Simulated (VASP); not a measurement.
# SbSe2 (I4/mmm) in VASP: a series of runs, part 2 of 2

VASP 6.6.1. The steps go on from the part before.

### Step 3. Single point, PBE

This run uses another cell than the first one, of 25.76 Å³/atom, 1.091 times its volume.

Contents of INCAR:

```
SYSTEM = SbSe2
  PREC = Accurate
  ENCUT = 520
  EDIFF = 1E-7
  ISMEAR = 0
  SIGMA = 0.1
  LREAL = .FALSE.
  LASPH = .TRUE.
  NELM = 100
  ALGO = Normal
  ISIF = 2
  LWAVE = .FALSE.
  LCHARG = .FALSE.
  GGA = PE
  NBANDS = 16
```

Contents of KPOINTS:

```
regular mesh
0
G
  6 6 6
  0 0 0
```

Contents of POSCAR:

```
SbSe2
1.0
   -1.9895352927      1.9895352927      4.8805787649
    1.9895352927     -1.9895352927      4.8805787649
    1.9895352927      1.9895352927     -4.8805787649
Sb Se
1 2
Direct
    0.0000000000      0.0000000000      0.0000000000
    0.6650000000      0.6650000000      0.0000000000
    0.3350000000      0.3350000000      0.0000000000
```

Potentials or basis: VASP PAW PBE potentials, release 64 (Sb, Se).

Launch:

```console
$ cat potpaw_PBE.64/Sb/POTCAR potpaw_PBE.64/Se/POTCAR > POTCAR
$ mpirun -np 1 vasp_std > vasp.out
```

OUTCAR:

```text
SYSTEM = SbSe2
   PREC = Accurate
   ENCUT = 520
   EDIFF = 1E-7
   ISMEAR = 0
   LREAL = .FALSE.
   LASPH = .TRUE.
   NELM = 100
   ISIF = 2
   GGA = PE

 ion  position               nearest neighbor table
   1  0.000  0.000  0.000-   2 3.24   3 3.24   2 3.24   3 3.24   2 3.24   3 3.24   3 3.24   2 3.24
                             2 3.27   3 3.27
   2  0.665  0.665  0.000-   1 3.24   1 3.24   1 3.24   1 3.24   1 3.27
   3  0.335  0.335  0.000-   1 3.24   1 3.24   1 3.24   1 3.24   1 3.27

  LATTYP: Found a body centered tetragonal cell.
 ALAT       =     3.9790705854
 C/A-ratio  =     2.4531250000

  Lattice vectors:

 A1 = (  -1.9895352927,   1.9895352927,   4.8805787649)
 A2 = (   1.9895352927,  -1.9895352927,   4.8805787649)
 A3 = (   1.9895352927,   1.9895352927,  -4.8805787649)

Analysis of symmetry for initial positions (statically):
=====================================================================
 Subroutine PRICEL returns:
 Original cell was already a primitive cell.

 Routine SETGRP: Setting up the symmetry group for a
 body centered tetragonal supercell.

[... 168 lines left out ...]

 E-fermi :   4.9964     XC(G=0):  -9.8070

 val. band max:        4.9700956865   @ k =  -0.3333   0.3333   0.3333
 cond. band min:       5.0294358400   @ k =  -0.3333  -0.3333   0.3333
 fundamental gap:      0.0593401535
 Fermi energy:         4.9964280937

 k-point     1 :       0.0000    0.0000    0.0000
  band No.  band energies     occupation
      1      -9.0993      2.00000
      2      -6.3018      2.00000
      3      -3.2322      2.00000
      4       1.6468      2.00000
      5       2.0113      2.00000
      6       2.9992      2.00000
[... 433 lines left out ...]
      3      -3.7658      2.00000
      4       1.4778      2.00000
      5       2.0595      2.00000
      6       2.4227      2.00000
[... 8 lines left out ...]
     15      13.4869      0.00000
     16      14.1170      0.00000

 [... further k-points ...]

------------------------ aborting loop because EDIFF is reached ----------------------------------------

  FORCE on cell =-STRESS in cart. coord.  units (eV):
  Direction    XX          YY          ZZ          XY          YZ          ZX
  --------------------------------------------------------------------------------------
  -------------------------------------------------------------------------------------
  Total       -3.0124179     -3.0124179     -2.2330266      0.0000000      0.0000000      0.0000000
  in kB      -62.4584486    -62.4584486    -46.2988139      0.0000000      0.0000000      0.0000000
  external PRESSURE =     -57.0719037 kB  Pullay stress =       0.0000000 kB

 VOLUME and BASIS-vectors are now :
 -----------------------------------------------------------------------------
  energy-cutoff  :      520.00
  volume of cell :       77.27
      direct lattice vectors                 reciprocal lattice vectors
    -1.989535293  1.989535293  4.880578765     0.000000000  0.251314969  0.102446866
     1.989535293 -1.989535293  4.880578765     0.251314969  0.000000000  0.102446866
     1.989535293  1.989535293 -4.880578765     0.251314969  0.251314969  0.000000000

 POSITION                                       TOTAL-FORCE (eV/Angst)
 -----------------------------------------------------------------------------------
      0.00000      0.00000      0.00000         0.000000      0.000000      0.000000
      0.00000      0.00000      6.49117        -0.000000     -0.000000     -0.498586
      0.00000      0.00000      3.26999         0.000000      0.000000      0.498586
 -----------------------------------------------------------------------------------
    total drift:                               -0.000000     -0.000000      0.000000

  FREE ENERGIE OF THE ION-ELECTRON SYSTEM (eV)
  ---------------------------------------------------
  free  energy   TOTEN  =       -10.2274045826 eV

  energy  without entropy=      -10.2120663822  energy(sigma->0) =      -10.21973548
```

It took 26 s on 1 thread of Intel Xeon 6975P-C (Granite Rapids), shared host; peak memory 0.26 GiB.

Results:

```yaml
Free_energy: -10.2274 eV
Pressure: -5.7 GPa
Largest_force: 0.499 eV/Å
```

Forces on the atoms (eV/Å):
```
Sb   0.000  0.000  0.000
Se   0.000  0.000 -0.499
Se   0.000  0.000  0.499
```

Caveat: the k points lie up to 0.37 Å⁻¹ apart; spin-orbit coupling is left out, which moves the levels of the heavy elements.

### Step 4. Relaxation of cell and atoms, PBE

This run uses another cell than the first one, of 25.76 Å³/atom, 1.091 times its volume.

Contents of INCAR:

```
SYSTEM = SbSe2
PREC     = Accurate       ! precision mode
ENCUT    = 600            ! plane-wave cutoff, eV
EDIFF    = 1E-7           ! SCF threshold, eV
ISMEAR   = 0              ! smearing method
SIGMA    = 0.1            ! smearing width, eV
LREAL    = .False.        ! projectors in reciprocal space
LASPH    = .True.         ! aspherical terms in the spheres
NELM     = 60             ! most SCF steps
ALGO     = Normal         ! electronic algorithm
ISIF     = 3              ! what is computed and relaxed
LWAVE    = .False.        ! write WAVECAR
LCHARG   = .False.        ! write CHGCAR
GGA      = PE             ! functional
IBRION   = 2              ! ionic algorithm
NSW      = 90             ! ionic steps
EDIFFG   = -0.04          ! ionic threshold
```

Contents of KPOINTS:

```
Automatic mesh
0
Gamma
  6 6 6
  0 0 0
```

POSCAR is that of step 3.

Potentials or basis: VASP PAW PBE potentials, release 64 (Sb, Se).

Launch:

```console
$ cat potpaw_PBE.64/Sb/POTCAR potpaw_PBE.64/Se/POTCAR > POTCAR
$ mpirun -np 1 vasp_std > vasp.out
```

OUTCAR:

```text
SYSTEM = SbSe2
   PREC = Accurate
   ENCUT = 600
   EDIFF = 1E-7
   ISMEAR = 0
   LREAL = .False.
   LASPH = .True.
   NELM = 60
   ISIF = 3
   GGA = PE
   IBRION = 2
   NSW = 90
   EDIFFG = -0.04

 ion  position               nearest neighbor table
   1  0.000  0.000  0.000-   2 3.24   3 3.24   2 3.24   3 3.24   2 3.24   3 3.24   3 3.24   2 3.24
                             2 3.27   3 3.27
   2  0.665  0.665  0.000-   1 3.24   1 3.24   1 3.24   1 3.24   1 3.27
   3  0.335  0.335  0.000-   1 3.24   1 3.24   1 3.24   1 3.24   1 3.27

  LATTYP: Found a body centered tetragonal cell.
 ALAT       =     3.9790705854
 C/A-ratio  =     2.4531250000

  Lattice vectors:

 A1 = (  -1.9895352927,   1.9895352927,   4.8805787649)
 A2 = (   1.9895352927,  -1.9895352927,   4.8805787649)
 A3 = (   1.9895352927,   1.9895352927,  -4.8805787649)

Analysis of symmetry for initial positions (statically):
=====================================================================
 Subroutine PRICEL returns:
 Original cell was already a primitive cell.

 Routine SETGRP: Setting up the symmetry group for a
 body centered tetragonal supercell.

 Subroutine GETGRP returns: Found 16 space group operations
 (whereof 16 operations were pure point group operations)
 out of a pool of 16 trial point group operations.

The static configuration has the point symmetry D_4h.

Analysis of symmetry for dynamics (positions and initial velocities):
=====================================================================
 Subroutine PRICEL returns:
 Original cell was already a primitive cell.

 Routine SETGRP: Setting up the symmetry group for a
 body centered tetragonal supercell.

 Subroutine GETGRP returns: Found 16 space group operations
 (whereof 16 operations were pure point group operations)
 out of a pool of 16 trial point group operations.

The dynamic configuration has the point symmetry D_4h.

 Subroutine INISYM returns: Found 16 space group operations
 (whereof 16 operations are pure point group operations),
 and found     1 'primitive' translations

----------------------------------------------------------------------------------------

                                     Primitive cell

  volume of cell :      77.2742

  direct lattice vectors                    reciprocal lattice vectors
    -1.989535293  1.989535293  4.880578765     0.000000000  0.251314969  0.102446866
     1.989535293 -1.989535293  4.880578765     0.251314969  0.000000000  0.102446866
     1.989535293  1.989535293 -4.880578765     0.251314969  0.251314969  0.000000000

  length of vectors
     5.633520253  5.633520253  5.633520253     0.271393762  0.271393762  0.355413037

  position of ions in fractional coordinates (direct lattice)
     0.000000000  0.000000000  0.000000000
     0.665000000  0.665000000  0.000000000
     0.335000000  0.335000000  0.000000000

  ion indices of the primitive-cell ions
   primitive index   ion index
                 1           1
                 2           2
                 3           3

----------------------------------------------------------------------------------------

 KPOINTS: Automatic mesh

Automatic generation of k-mesh.
 Grid dimensions read from file:
 generate k-points for:    6    6    6

 Generating k-lattice:

  Cartesian coordinates                     Fractional coordinates (reciprocal lattice)
     0.000000000  0.041885828  0.017074478     0.166666667  0.000000000  0.000000000
     0.041885828  0.000000000  0.017074478     0.000000000  0.166666667  0.000000000
     0.041885828  0.041885828  0.000000000     0.000000000  0.000000000  0.166666667

  Length of vectors
     0.045232294  0.045232294  0.059235506

  Shift w.r.t. Gamma in fractional coordinates (k-lattice)
     0.000000000  0.000000000  0.000000000

 Subroutine IBZKPT returns following result:
 ===========================================

 Found     30 irreducible k-points:

 Following reciprocal coordinates:
            Coordinates               Weight
  0.000000  0.000000  0.000000      1.000000
  0.166667  0.000000  0.000000      8.000000
  0.333333  0.000000 -0.000000      8.000000
  0.500000  0.000000 -0.000000      4.000000
  0.166667  0.166667 -0.000000      8.000000
  0.333333  0.166667 -0.000000     16.000000
[... 16 lines left out ...]
 -0.333333 -0.333333  0.166667      8.000000
 -0.166667 -0.333333  0.166667      8.000000
 [... further k-points ...]
   k-points           NKPTS =     30   k-points in BZ     NKDIM =     30   number of bands    NBANDS=     12
   number of dos      NEDOS =    301   number of ions     NIONS =      3
   total plane-waves  NPLWV = 110592
   dimension x,y,z NGX =    48 NGY =   48 NGZ =   48
   dimension x,y,z NGXF=    96 NGYF=   96 NGZF=   96
   ions per type =               1   2
   NGX,Y,Z   is equivalent  to a cutoff of  14.16, 14.16, 14.16 a.u.
   NGXF,Y,Z  is equivalent  to a cutoff of  28.33, 28.33, 28.33 a.u.
 SYSTEM =  SbSe2
   PREC   = accura    normal or accurate (medium, high low for compatibility)
   ISTART =      0    job   : 0-new  1-cont  2-samecut
   ICHARG =      2    charge: 1-file 2-atom 10-const
   ISPIN  =      1    spin polarized calculation?
   LNONCOLLINEAR =      F non collinear calculations
   LSORBIT =      F    spin-orbit coupling
   LASPH  =      T    aspherical Exc in radial PAW
   ENCUT  =  600.0 eV  44.10 Ry    6.64 a.u.  11.25 11.25 11.25*2*pi/ulx,y,z
   NELM   =     60;   NELMIN=  2; NELMDL= -5     # of ELM steps
   EDIFF  = 0.1E-06   stopping-criterion for ELM
   LREAL  =      F    real-space projection
   EDIFFG = -.4E-01   stopping-criterion for IOM
   NSW    =     90    number of steps for IOM
   IBRION =      2    ionic relax: 0-MD 1-quasi-New 2-CG
   NFREE  =      1    steps in history (QN), initial steepest desc. (CG)
   ISIF   =      3    stress and relaxation
   ISYM   =      2    0-nonsym 1-usesym 2-fastsym
   POTIM  = 0.5000    time-step for ionic-motion
   TEBEG  =    0.0;   TEEND  =   0.0 temperature during run
   PSTRESS=    0.0 pullay stress
   NELECT =      17.0000    total number of electrons
   NUPDOWN=      -1.0000    fix difference up-down
   EMIN   =  10.00;   EMAX   =-10.00  energy-range for DOS
   EFERMI =   0.00;   METHOD = LEGACY
   ISMEAR =     0;   SIGMA  =   0.10  broadening in eV -4-tet -1-fermi 0-gaus
   EFERMI_NEDOS =   21; number of points for ismear=-14 and -15
   IALGO  =     38    algorithm
   IMIX   =      4    mixing-type and parameters
     AMIX     =   0.40;   BMIX     =  1.00
     AMIX_MAG =   1.60;   BMIX_MAG =  1.00
  volume/ion in A,a.u.               =      25.76       173.82
  Fermi-wavevector in a.u.,A,eV,Ry     =   0.988279  1.867577 13.288749  0.976696
  Thomas-Fermi vector in A             =   2.119794
   LORBIT       =      0    0 simple, 1 ext, 2 COOP (PROOUT), +10 PAW based schemes
   GGA     = PE    functional components
   LHFCALC =     F    Hartree Fock is set to
   AEXX    =    0.0000 exact exchange contribution
   IVDW    =     0    specifies the selected vdW correction
   LEPSILON=     F    determine dielectric tensor
   LRPA    =     F    only Hartree local field effects (RPA)
 conjugate gradient relaxation of ions
 non-spin polarized calculation
 Gauss-broadening in eV      SIGMA  =   0.10
  energy-cutoff  :      600.00
  volume of cell :       77.27
 maximum number of plane-waves:      2604
 NGX is ok and might be reduce to    48
   NGX = 23   NGY = 23   NGZ = 23

--------------------------------------- Ionic step        1  -------------------------------------------

 number of electron      17.0000000 magnetization

 Free energy of the ion-electron system (eV)
  ---------------------------------------------------
  ext. energy  EPLUGINS =         0.00000000
  ---------------------------------------------------
  free energy    TOTEN  =       -10.22746608 eV

  energy without entropy =      -10.21212790  energy(sigma->0) =      -10.21979699

 E-fermi :   4.9964     XC(G=0):  -9.8070

 val. band max:        4.9700683161   @ k =  -0.3333   0.3333   0.3333
 cond. band min:       5.0294107908   @ k =  -0.3333  -0.3333   0.3333
 fundamental gap:      0.0593424747
 Fermi energy:         4.9964041173

 k-point     1 :       0.0000    0.0000    0.0000
  band No.  band energies     occupation
      1      -9.0993      2.00000
      2      -6.3018      2.00000
      3      -3.2323      2.00000
      4       1.6468      2.00000
      5       2.0113      2.00000
      6       2.9992      2.00000
      7       2.9992      2.00000
      8       3.3772      2.00000
      9       3.3772      2.00000
     10       8.0121      0.00000
     11       8.0121      0.00000
     12       8.8378      0.00000
[... 638 lines left out ...]
  energy  without entropy=      -10.5950149642  energy(sigma->0) =      -10.60023014

--------------------------------------- Ionic step        9  -------------------------------------------

 number of electron      17.0000000 magnetization

 Free energy of the ion-electron system (eV)
  ---------------------------------------------------
  ext. energy  EPLUGINS =         0.00000000
  ---------------------------------------------------
  free energy    TOTEN  =       -10.60822215 eV

  energy without entropy =      -10.59729935  energy(sigma->0) =      -10.60276075

 E-fermi :   5.9919     XC(G=0): -10.1706

 val. band max:        5.9699169547   @ k =   0.1667   0.1667   0.1667
 cond. band min:       6.0155250996   @ k =   0.1667   0.1667  -0.0000
 fundamental gap:      0.0456081449
 Fermi energy:         5.9919316540

 k-point     1 :       0.0000    0.0000    0.0000
  band No.  band energies     occupation
      1      -8.7679      2.00000
      2      -6.0201      2.00000
      3      -2.5797      2.00000
      4       2.7584      2.00000
      5       3.8943      2.00000
      6       3.8943      2.00000
      7       3.9680      2.00000
      8       4.5332      2.00000
      9       4.5332      2.00000
     10       9.3579      0.00000
     11      10.2669      0.00000
     12      10.2669      0.00000
[... 375 lines left out ...]
  FREE ENERGIE OF THE ION-ELECTRON SYSTEM (eV)
  ---------------------------------------------------
  free  energy   TOTEN  =       -10.6082221535 eV

  energy  without entropy=      -10.5972993488  energy(sigma->0) =      -10.60276075

 reached required accuracy - stopping structural energy minimisation
```

Run time: 2.4 min. Hardware: 1 thread of Intel Xeon 6975P-C (Granite Rapids), shared host; peak memory 0.38 GiB.

What came out:

| Property | Result |
| --- | --- |
| Free energy | -10.6082 eV |
| Relaxed volume | 23.54 Å³/atom |
| Relaxed cell | a = 5.846 Å, b = 5.846 Å, c = 5.846 Å, α = 143.39°, β = 143.39°, γ = 52.74° |
| Space group after relaxing (to 0.05 Å) | I4/mmm (No. 139) |
| Energy gained by relaxing | 126.9 meV/atom |
| Ionic steps | 9 |
| Pressure after relaxing | 0.1 GPa |
| Largest force after relaxing | 0.004 eV/Å |

Forces in eV/Å, atoms in the order of the input:
```
Sb   0.000  0.000  0.000
Se   0.000  0.000 -0.004
Se   0.000  0.000  0.004
```

Stress tensor (GPa, compression positive):
```
 0.19  0.00  0.00
 0.00  0.19  0.00
 0.00  0.00 -0.04
```

Step by step:
```csv
step,energy change (eV),largest force (eV/Å),pressure (GPa),volume (Å³)
1,0.0000,0.4986,-5.71,77.27
2,-0.1754,0.3196,1.94,67.45
3,-0.1811,0.3539,0.59,68.76
4,-0.2343,0.4242,0.75,68.45
5,-0.3482,0.0933,2.56,67.30
6,-0.3755,0.1635,-0.03,70.10
7,-0.3756,0.1678,-0.16,70.27
8,-0.3780,0.1214,-0.10,70.37
9,-0.3808,0.0043,0.12,70.63
```

Final structure:
```
CELL_PARAMETERS angstrom
-1.83609 1.83609 5.23792
1.83609 -1.83609 5.23792
1.83609 1.83609 -5.23792
ATOMIC_POSITIONS crystal
Sb 0.00000 0.00000 0.00000
Se 0.65004 0.65004 0.00000
Se 0.34996 0.34996 0.00000
```

Caveat: the k points lie up to 0.40 Å⁻¹ apart in the final cell; spin-orbit coupling is left out, which moves the levels of the heavy elements.

### Step 5. Single point, PBE

This run uses another cell than the first one, of 23.83 Å³/atom, 1.009 times its volume.

Contents of INCAR:

```
PREC = Accurate
ENCUT = 520
EDIFF = 1E-7
ISMEAR = 0
SIGMA = 0.1
LREAL = F
LASPH = T
NELM = 100
ALGO = Normal
ISIF = 2
LWAVE = F
LCHARG = T
GGA = PE
LELF = T
LVHAR = T
NBANDS = 16
```

Contents of KPOINTS:

```
regular mesh
0
Gamma
  18 18 18
```

Contents of POSCAR:

```
SbSe2
1.0
   -1.8371036257      1.8371036257      5.2945516516
    1.8371036257     -1.8371036257      5.2945516516
    1.8371036257      1.8371036257     -5.2945516516
Sb Se
1 2
Direct
    0.0000000000      0.0000000000      0.0000000000
    0.6483068935      0.6483068935      0.0000000000
    0.3516931065      0.3516931065      0.0000000000
```

Launch:

```console
$ cat potpaw_PBE.64/Sb/POTCAR potpaw_PBE.64/Se/POTCAR > POTCAR
$ mpirun -np 1 vasp_std > vasp.out
```

Run time: 6.7 min. Hardware: 1 thread of Intel Xeon 6975P-C (Granite Rapids), shared host; peak memory 0.73 GiB.

The run converged. Its results:

| Property | Result |
| --- | --- |
| Free energy | -10.6041 eV |
| Pressure | -0.1 GPa |
| Largest force | 0.010 eV/Å |

Forces in eV/Å, atoms in the order of the input:
```
Sb   0.000  0.000  0.000
Se   0.000  0.000 -0.010
Se   0.000  0.000  0.010
```

Levels at points of the mesh, in eV from the Fermi level:
| k point | band 5 | band 6 | band 7 | band 8 | band 9 | band 10 | band 11 | band 12 | band 13 | band 14 |
| --- | --- | --- | --- | --- | --- | --- | --- | --- | --- | --- |
| (0.00, 0.00, 0.00) | -2.04 | -2.04 | -1.83 | -1.29 | -1.29 | 3.31 | 4.34 | 4.34 | 4.41 | 5.87 |
| (0.50, 0.00, 0.00) | -3.35 | -1.88 | -0.88 | -0.21 | 0.61 | 1.42 | 1.50 | 3.39 | 6.40 | 7.35 |
| (0.50, 0.50, 0.00) | -5.16 | -3.82 | -2.89 | -1.81 | -1.58 | 0.71 | 1.07 | 3.36 | 7.39 | 8.71 |
| (0.50, 0.50, 0.50) | -2.79 | -1.88 | -0.44 | 0.21 | 0.21 | 0.62 | 3.40 | 3.40 | 3.76 | 5.03 |

Caveat: spin-orbit coupling is left out, which moves the levels of the heavy elements.

### Step 6. Summary

| task | cell | k mesh | cutoff (eV) | gap on the mesh (eV) | pressure (GPa) | largest force (eV/Å) |
| --- | --- | --- | --- | --- | --- | --- |
| single point | a = 5.839 Å, angles 143.2, 143.2, 53.0°, 3 atoms | 6 × 6 × 6 | 520 | none | 0.0 | - |
| single point | a = 5.634 Å, angles 138.6, 138.6, 59.9°, 3 atoms | 6 × 6 × 6 | 520 | none | -5.7 | 0.50 |
| relaxation of cell and atoms | relaxed from a = 5.634 Å, angles 138.6, 138.6, 59.9°, 3 atoms | 6 × 6 × 6 | 600 | none | 0.1 | - |
| single point | a = 5.898 Å, angles 143.7, 143.7, 52.3°, 3 atoms | 18 × 18 × 18 | 520 | none | -0.1 | 0.01 |

Alike in all rows: level PBE; potentials or basis VASP PAW PBE potentials, release 64 (Sb, Se); no spin polarisation; smearing gaussian 0.1 eV.

Caveats: some runs use coarse meshes; spin-orbit coupling is left out, which moves the levels of the heavy elements.

Absolute energies hang on the potentials; compare differences alone.
